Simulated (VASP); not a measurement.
Si, 2 atoms in the cell. The structure is tetragonal, space group I4_1/amd (No. 141). Conventional cell: a = 3.850 Å, b = 3.850 Å, c = 5.662 Å, α = 90.00°, β = 90.00°, γ = 90.00°. Si (site symmetry -4m2) has 4 Si at 2.39 Å within 3.2 Å.  This cell differs from its parent crystal: uniaxial x strain +4.0%.

```yaml
Program: VASP 6.6.1
Task: single point
Functional: HSE06
Potentials_or_basis: VASP PAW PBE potentials, release 64 (Si)
Cutoff: 520 eV
k_mesh: 6 × 6 × 6
Occupations: gaussian, width 0.01 eV
Spin: no spin polarisation
Dipole_correction: no
Grid_for_exact_exchange_PRECFOCK: Normal
Further_INCAR_settings: ALGO = Normal; EDIFF = 1e-06; NBANDS = 11
Share_of_exact_exchange: 0.25
Screening_parameter: 0.2079 1/Å
```

Potentials or basis: VASP PAW PBE potentials, release 64 (Si).

Command:

```bash
$ cat potpaw_PBE.64/Si/POTCAR > POTCAR
$ cp INCAR.step1 INCAR
$ mpirun -np 1 vasp_std > vasp.out
$ cp INCAR.step2 INCAR
$ mpirun -np 1 vasp_std > vasp.out
```

Hardware: 1 thread of Intel Xeon 8259CL (shared host).

Problem. Estimate the wall time of this run.

Solution. Wall time 34 min on 1 thread of Intel Xeon 8259CL (shared host), peak memory 0.28 GiB. Counts: k points 30.
